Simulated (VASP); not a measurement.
Input of a VASP 6.6.1 run:

File INCAR:

```
ALGO = Normal
EDIFF = 1E-6
ENCUT = 520
GGA = PS
ISIF = 2
ISMEAR = -1
LASPH = True
LCHARG = False
LREAL = False
LWAVE = False
NBANDS = 22
NELM = 100
PREC = Accurate
SIGMA = 0.03
```

The input KPOINTS:

```
k-points
0
Gamma
  10 10 10
```

The input POSCAR:

```
Bi
1.0
    2.2422797007      1.2945807888      3.9005610168
   -2.2422797007      1.2945807888      3.9005610168
    0.0000000000     -2.5891615775      3.9005610168
Bi
2
Direct
    0.2338900000      0.2338900000      0.2338900000
    0.7661100000      0.7661100000      0.7661100000
```

Potentials or basis: VASP PAW PBE potentials, release 64 (Bi_d).

Command:

```sh
$ cat potpaw_PBE.64/Bi_d/POTCAR > POTCAR
$ mpirun -np 1 vasp_std > vasp.out
```

(1) Predict the pressure.

(2) Predict the largest force.

(3) What does it give for the band gap on the k mesh?

## Answers

(1) 1.4 GPa.

(2) 0.314 eV/Å.

(3) zero (bands 15 and 16 overlap by 0.21 eV).

Caveat: the PAW data sets were made with another functional, which shifts forces and pressure a little; spin-orbit coupling is left out, which moves the levels of the heavy elements.
